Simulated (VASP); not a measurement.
A run of VASP 6.6.1 is set up as follows.

The input INCAR:

```
PREC = Accurate
ENCUT = 600
EDIFF = 1E-7
ISMEAR = 0
SIGMA = 0.1
LREAL = F
LASPH = T
NELM = 60
ALGO = Fast
ISIF = 3
LWAVE = F
LCHARG = F
GGA = PE
IBRION = 2
NSW = 100
EDIFFG = -0.01
```

KPOINTS

```
regular mesh
0
Gamma
  12 12 14
```

The input POSCAR:

```
NaGa2
1.0
    4.5253561044      0.0000000000      0.0000000000
   -2.2626780522      3.9190733476      0.0000000000
    0.0000000000      0.0000000000      3.5839838018
Na Ga
1 2
Direct
    0.0000000000      0.0000000000      0.0000000000
    0.3333333333      0.6666666667      0.5000000000
    0.6666666667      0.3333333333      0.5000000000
```

Potentials or basis: VASP PAW PBE potentials, release 64 (Na_pv, Ga_d).

Command:

```sh
$ cat potpaw_PBE.64/Na_pv/POTCAR potpaw_PBE.64/Ga_d/POTCAR > POTCAR
$ mpirun -np 1 vasp_std > vasp.out
```

(1) Estimate the band gap on the k mesh.

(2) What does it give for the space group after relaxing (to 0.1 Å)?

Results:

(1) zero (an odd number of electrons rules out a gap without spin polarisation).

(2) P6/mmm (No. 191).
